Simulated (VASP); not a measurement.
A run of VASP 6.6.1:

Contents of INCAR:

```
SYSTEM = HfO2
PREC = Accurate
ENCUT = 520
EDIFF = 1E-6
ISMEAR = 0
SIGMA = 0.05
LREAL = .FALSE.
LASPH = .TRUE.
NELM = 80
ALGO = Normal
ISIF = 2
LWAVE = .FALSE.
LCHARG = .FALSE.
GGA = PE
NBANDS = 18
```

Contents of KPOINTS:

```
Automatic mesh
0
G
  8 8 8
  0 0 0
```

POSCAR

```
HfO2
1.0
   -0.1359338990      2.5052688010      2.5052688010
    2.5052688010     -0.1359338990      2.5052688010
    2.5052688010      2.5052688010     -0.1359338990
Hf O
1 2
Direct
    0.0000000000      0.0000000000      0.0000000000
    0.2500000000      0.2500000000      0.2500000000
    0.7500000000      0.7500000000      0.7500000000
```

Potentials or basis: VASP PAW PBE potentials, release 64 (Hf_pv, O).

Run with:

```bash
$ cat potpaw_PBE.64/Hf_pv/POTCAR potpaw_PBE.64/O/POTCAR > POTCAR
$ mpirun -np 1 vasp_std > vasp.out
```

Hardware: 1 thread of Intel(R) Xeon(R) Platinum 8488C (Sapphire Rapids) (shared host).

Task: Estimate the wall time of this run.

Result: It took 21 s on 1 thread of Intel(R) Xeon(R) Platinum 8488C (Sapphire Rapids), with other jobs on the host, peak memory 0.18 GiB. Counts: scf iterations 13, k points 65.
